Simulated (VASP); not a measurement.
The system is WC.

```
CELL_PARAMETERS angstrom
2.90050 0.00000 0.00000
-1.45025 2.51191 0.00000
0.00000 0.00000 2.82900
ATOMIC_POSITIONS crystal
W 0.00000 0.00000 0.00000
C 0.66667 0.33333 0.50000
```

```yaml
Program: VASP 6.6.1
Task: relaxation of cell and atoms
Functional: r2SCAN
Potentials_or_basis: VASP PAW PBE potentials, release 64 (W_sv, C)
Cutoff: 600 eV
k_mesh: 18 × 18 × 14
Occupations: gaussian, width 0.1 eV
Spin: no spin polarisation
```

At the start: pressure 6.2 GPa; volume 10.31 Å³/atom.

Task: Where does the relaxation end?

Result: Over 6 steps the energy falls by 2.9 meV/atom and the volume is 10.46 Å³/atom (+1.5 %); space group P-6m2 (No. 187, to 0.1 Å) before and after.

The path:
```
step  energy change (eV)  largest force (eV/Å)  pressure (GPa)  volume (Å³)
   1              0.0000                0.0000            6.17        20.61
   2              0.0396                0.0000          -15.58        21.82
   3             -0.0058                0.0000           -0.10        20.92
   4             -0.0058                0.0000            0.02        20.92
   5             -0.0058                0.0000            0.03        20.92
   6             -0.0059                0.0000            0.03        20.92
```

Final structure:
```yaml
crystal:
  lattice:
    - [2.91627, 0.00000, 0.00000]
    - [-1.45813, 2.52556, 0.00000]
    - [0.00000, 0.00000, 2.84042]
  atoms:
    - { symbol: W, position: [0.00000, 0.00000, 0.00000] }
    - { symbol: C, position: [0.66667, 0.33333, 0.50000] }
```

Caveat: the PAW data sets were made with another functional, which shifts forces and pressure a little.
